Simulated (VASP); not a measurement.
# GaN: single point with PBEsol

GaN:

```
Ga N
1.0
     0.00000    2.13524    2.13524
     2.13524    0.00000    2.13524
     2.13524    2.13524    0.00000
Ga N
1 1
Direct
  0.00000 0.00000 0.00000
  0.50000 0.50000 0.50000
```

| Item | Value |
| --- | --- |
| Program | VASP 6.6.1 |
| Task | single point |
| Functional | PBEsol |
| Potentials or basis | VASP PAW PBE potentials, release 64 (Ga_d, N) |
| Cutoff | 520 eV |
| k mesh | 11 × 11 × 11 |
| Occupations | gaussian, width 0.1 eV |
| Spin | no spin polarisation |
| Dipole correction | no |
| Further INCAR settings | ALGO = Normal; EDIFF = 1e-07; NBANDS = 16 |

```
Pressure               : -7.2 GPa
Band gap on the k mesh : 0.46 eV, indirect (least direct gap 2.37 eV)
```

Levels at points of the mesh, in eV from the valence-band top:
```csv
k point,band 6,band 7,band 8,band 9,band 10,band 11,band 12,band 13
"(0.00, 0.00, 0.00)",-13.86,-0.50,-0.50,-0.50,1.87,14.42,14.42,14.42
```

It took 24 s on 1 thread of AMD EPYC 7R13, on a shared host, peak memory 0.12 GiB.

Caveat: the PAW data sets were made with another functional, which shifts forces and pressure a little. A k mesh can miss the band edges.
